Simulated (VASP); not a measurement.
A run of VASP 6.6.1:

The input INCAR:

```
SYSTEM = LiF
PREC     = Accurate       ! precision mode
ENCUT    = 600            ! plane-wave cutoff, eV
EDIFF    = 1E-6           ! SCF threshold, eV
ISMEAR   = -1             ! smearing method
SIGMA    = 0.02           ! smearing width, eV
LREAL    = .False.        ! projectors in reciprocal space
LASPH    = .True.         ! aspherical terms in the spheres
NELM     = 100            ! most SCF steps
ALGO     = Normal         ! electronic algorithm
ISIF     = 3              ! what is computed and relaxed
LWAVE    = .False.        ! write WAVECAR
LCHARG   = .False.        ! write CHGCAR
GGA      = PE             ! functional
IBRION   = 2              ! ionic algorithm
NSW      = 80             ! ionic steps
EDIFFG   = -0.005         ! ionic threshold
```

KPOINTS

```
regular mesh
0
Gamma
  12 12 6
  0 0 0
```

File POSCAR:

```
LiF
1.0
    2.5801291957      0.0000000000      0.0000000000
   -1.2900645979      2.2344574285      0.0000000000
    0.0000000000      0.0000000000      4.2133509766
Li F
2 2
Direct
    0.3333333333      0.6666666667      0.0000000000
    0.6666666667      0.3333333333      0.5000000000
    0.3333333333      0.6666666667      0.3750000000
    0.6666666667      0.3333333333      0.8750000000
```

Potentials or basis: VASP PAW PBE potentials, release 64 (Li_sv, F).

Launch:

```bash
$ cat potpaw_PBE.64/Li_sv/POTCAR potpaw_PBE.64/F/POTCAR > POTCAR
$ mpirun -np 1 vasp_std > vasp.out
```

Hardware: 1 thread of Intel(R) Xeon(R) Platinum 8488C (Sapphire Rapids), on a shared host.

**Question.** How long does it take, and how much memory?

**Answer.** Run time: 77 s on 1 thread of Intel(R) Xeon(R) Platinum 8488C (Sapphire Rapids), on a shared host, peak memory 0.16 GiB. Counts: scf iterations 57, k points 76, ion steps 8.
